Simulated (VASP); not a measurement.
# Si (Fd-3m) in VASP: further runs, part 2 of 2

VASP 6.6.1. Earlier steps stand in the parts before.

## (5) Single point, PBE (volume 19.962 Å^3 an atom, c/a of the conventional cell 1.0000)

File INCAR:

```
PREC = Accurate
ENCUT = 520
EDIFF = 1E-7
ISMEAR = 0
SIGMA = 0.05
LREAL = False
LASPH = True
NELM = 60
ALGO = Normal
ISIF = 2
LWAVE = False
LCHARG = False
GGA = PE
NBANDS = 11
```

File KPOINTS:

```
regular mesh
0
Gamma
  10 10 10
```

File POSCAR:

```
Si
1.0
    0.0000000000      2.7126973955      2.7126973955
    2.7126973955      0.0000000000      2.7126973955
    2.7126973955      2.7126973955      0.0000000000
Si
2
Direct
    0.5000000000      0.5000000000      0.5000000000
    0.7500000000      0.7500000000      0.7500000000
```

Potentials or basis: VASP PAW PBE potentials, release 64 (Si).

Command:

```
$ cat potpaw_PBE.64/Si/POTCAR > POTCAR
$ mpirun -np 1 vasp_std > vasp.out
```

OUTCAR:

```text
PREC = Accurate
   ENCUT = 520
   EDIFF = 1E-7
   ISMEAR = 0
   LREAL = False
   LASPH = True
   NELM = 60
   ISIF = 2
   GGA = PE

 ion  position               nearest neighbor table
   1  0.500  0.500  0.500-   2 2.35   2 2.35   2 2.35   2 2.35
   2  0.750  0.750  0.750-   1 2.35   1 2.35   1 2.35   1 2.35

  LATTYP: Found a face centered cubic cell.
 ALAT       =     5.4253947910

  Lattice vectors:

 A1 = (   0.0000000000,   2.7126973955,   2.7126973955)
 A2 = (   2.7126973955,   0.0000000000,   2.7126973955)
 A3 = (   2.7126973955,   2.7126973955,   0.0000000000)

Analysis of symmetry for initial positions (statically):
[... 6 lines left out ...]

 Subroutine GETGRP returns: Found 48 space group operations
 (whereof 24 operations were pure point group operations)
 out of a pool of 48 trial point group operations.

The static configuration has the point symmetry T_d .
 The point group associated with its full space group is O_h .

Analysis of symmetry for dynamics (positions and initial velocities):
[... 6 lines left out ...]

 Subroutine GETGRP returns: Found 48 space group operations
 (whereof 24 operations were pure point group operations)
 out of a pool of 48 trial point group operations.

The dynamic configuration has the point symmetry T_d .
 The point group associated with its full space group is O_h .

 Subroutine INISYM returns: Found 48 space group operations
 (whereof 24 operations are pure point group operations),
 and found     1 'primitive' translations

----------------------------------------------------------------------------------------

                                     Primitive cell

  volume of cell :      39.9240

  direct lattice vectors                    reciprocal lattice vectors
     0.000000000  2.712697396  2.712697396    -0.184318384  0.184318384  0.184318384
     2.712697396  0.000000000  2.712697396     0.184318384 -0.184318384  0.184318384
     2.712697396  2.712697396  0.000000000     0.184318384  0.184318384 -0.184318384

  length of vectors
     3.836333447  3.836333447  3.836333447     0.319248806  0.319248806  0.319248806

  position of ions in fractional coordinates (direct lattice)
     0.500000000  0.500000000  0.500000000
     0.750000000  0.750000000  0.750000000
[... 100 lines left out ...]
  Thomas-Fermi vector in A             =   2.087055
   LORBIT       =      0    0 simple, 1 ext, 2 COOP (PROOUT), +10 PAW based schemes
   GGA     = PE    functional components
   LHFCALC =     F    Hartree Fock is set to
   AEXX    =    0.0000 exact exchange contribution
   IVDW    =     0    specifies the selected vdW correction
   LEPSILON=     F    determine dielectric tensor
   LRPA    =     F    only Hartree local field effects (RPA)
 non-spin polarized calculation
 Gauss-broadening in eV      SIGMA  =   0.05
  energy-cutoff  :      520.00
  volume of cell :       39.92
 maximum number of plane-waves:      1090
 NGX is ok and might be reduce to    30
   NGX = 15   NGY = 15   NGZ = 15

 number of electron       8.0000000 magnetization

 Free energy of the ion-electron system (eV)
  ---------------------------------------------------
  ext. energy  EPLUGINS =         0.00000000
  ---------------------------------------------------
  free energy    TOTEN  =       -10.84260975 eV

  energy without entropy =      -10.84260975  energy(sigma->0) =      -10.84260975

 E-fermi :   6.0965     XC(G=0):  -9.4204

 val. band max:        5.8557036810   @ k =   0.0000   0.0000   0.0000
 cond. band min:       6.4324144363   @ k =   0.4000   0.4000   0.0000
 fundamental gap:      0.5767107553
 Fermi energy:         6.0964722082

 k-point     1 :       0.0000    0.0000    0.0000
  band No.  band energies     occupation
      1      -6.1219      2.00000
      2       5.8557      2.00000
      3       5.8557      2.00000
      4       5.8557      2.00000
      5       8.4226      0.00000
      6       8.4226      0.00000
      7       8.4226      0.00000
      8       9.2634      0.00000
      9      13.5772      0.00000
     10      13.5772      0.00000
     11      13.8276      0.00000
[... 309 lines left out ...]
 k-point    24 :       0.4000    0.3000    0.0000
  band No.  band energies     occupation
      1      -3.9540      2.00000
      2       0.4343      2.00000
      3       2.9943      2.00000
      4       3.4174      2.00000
      5       6.9033      0.00000
      6       8.0983      0.00000
      7      12.8274      0.00000
      8      12.9384      0.00000
      9      16.3353      0.00000
     10      16.6652      0.00000
     11      18.0385      0.00000

 [... further k-points ...]
[... 5 lines left out ...]
  --------------------------------------------------------------------------------------
  -------------------------------------------------------------------------------------
  Total        0.5550929      0.5550929      0.5550929      0.0000000      0.0000000      0.0000000
  in kB       22.2762573     22.2762573     22.2762573      0.0000000      0.0000000      0.0000000
  external PRESSURE =      22.2762573 kB  Pullay stress =       0.0000000 kB

 VOLUME and BASIS-vectors are now :
 -----------------------------------------------------------------------------
  energy-cutoff  :      520.00
  volume of cell :       39.92
      direct lattice vectors                 reciprocal lattice vectors
     0.000000000  2.712697396  2.712697396    -0.184318384  0.184318384  0.184318384
     2.712697396  0.000000000  2.712697396     0.184318384 -0.184318384  0.184318384
     2.712697396  2.712697396  0.000000000     0.184318384  0.184318384 -0.184318384

 POSITION                                       TOTAL-FORCE (eV/Angst)
 -----------------------------------------------------------------------------------
      2.71270      2.71270      2.71270         0.000000      0.000000      0.000000
      4.06905      4.06905      4.06905        -0.000000     -0.000000     -0.000000
 -----------------------------------------------------------------------------------
    total drift:                                0.000000     -0.000000     -0.000000

  FREE ENERGIE OF THE ION-ELECTRON SYSTEM (eV)
  ---------------------------------------------------
  free  energy   TOTEN  =       -10.8426097497 eV

  energy  without entropy=      -10.8426097497  energy(sigma->0) =      -10.84260975
```

stdout:

```text
POSCAR found type information on POSCAR Si
 POSCAR found :  1 types and       2 ions
 scaLAPACK will be used
 LDA part: xc-table for (Slater+PW92), standard interpolation
 POSCAR, INCAR and KPOINTS ok, starting setup
 FFT: planning ... GRIDC
 FFT: planning ... GRID_SOFT
 FFT: planning ... GRID
 WAVECAR not read
 entering main loop
```

Run time: 14 s. Hardware: 1 thread of Intel Xeon Platinum 8488C (Sapphire Rapids), shared host; peak memory 0.16 GiB.

What came out:

- Free energy: -10.8426 eV
- Pressure: 2.2 GPa
- Band gap on the k mesh: 0.58 eV, indirect (least direct gap 2.57 eV)

 A k mesh can miss the band edges.

## (6) Single point, PBE (volume 19.471 Å^3 an atom, c/a of the conventional cell 1.0000)

File INCAR:

```
PREC = Accurate ; ENCUT = 520
EDIFF = 1E-7 ; ISMEAR = 0
SIGMA = 0.05 ; LREAL = False
LASPH = True ; NELM = 80
ALGO = Normal ; ISIF = 2
LWAVE = False ; LCHARG = False
GGA = PE ; NBANDS = 11
```

File KPOINTS:

```
Automatic mesh
0
Gamma
  10 10 10
```

File POSCAR:

```
Si
1.0
    0.0000000000      2.6902713435      2.6902713435
    2.6902713435      0.0000000000      2.6902713435
    2.6902713435      2.6902713435      0.0000000000
Si
2
Direct
    0.5000000000      0.5000000000      0.5000000000
    0.7500000000      0.7500000000      0.7500000000
```

Potentials or basis: VASP PAW PBE potentials, release 64 (Si).

Command:

```
$ cat potpaw_PBE.64/Si/POTCAR > POTCAR
$ mpirun -np 1 vasp_std > vasp.out
```

It took 13 s on 1 thread of Intel Xeon Platinum 8488C (Sapphire Rapids), shared host; peak memory 0.14 GiB.

It converged, with:

- Free energy: -10.8212 eV
- Pressure: 4.8 GPa
- Band gap on the k mesh: 0.53 eV, indirect (least direct gap 2.58 eV)

Levels at points of the mesh, in eV from the valence-band top:
| k point | band 1 | band 2 | band 3 | band 4 | band 5 | band 6 | band 7 | band 8 |
| --- | --- | --- | --- | --- | --- | --- | --- | --- |
| (0.00, 0.00, 0.00) | -12.15 | 0.00 | 0.00 | 0.00 | 2.58 | 2.58 | 2.58 | 3.70 |
| (0.50, 0.00, 0.00) | -9.75 | -7.10 | -1.22 | -1.22 | 1.64 | 3.33 | 3.33 | 7.76 |
| (0.50, 0.50, 0.00) | -7.90 | -7.90 | -2.92 | -2.92 | 0.65 | 0.65 | 10.36 | 10.36 |

 A k mesh can miss the band edges.

## (7) Overview

```tsv
cell	gap on the mesh (eV)	pressure (GPa)
a = 3.706 Å, angles 60.0°, 2 atoms	0.38	14.8
a = 3.740 Å, angles 60.0°, 2 atoms	0.43	11.1
a = 3.772 Å, angles 60.0°, 2 atoms	0.48	7.7
a = 3.836 Å, angles 60.0°, 2 atoms	0.58	2.2
a = 3.805 Å, angles 60.0°, 2 atoms	0.53	4.8
```

Alike in all rows: task single point; level PBE; potentials or basis VASP PAW PBE potentials, release 64 (Si); no spin polarisation; k mesh 10 × 10 × 10; cutoff (eV) 520; smearing gaussian 0.05 eV.

Absolute energies hang on the potentials; compare differences alone.
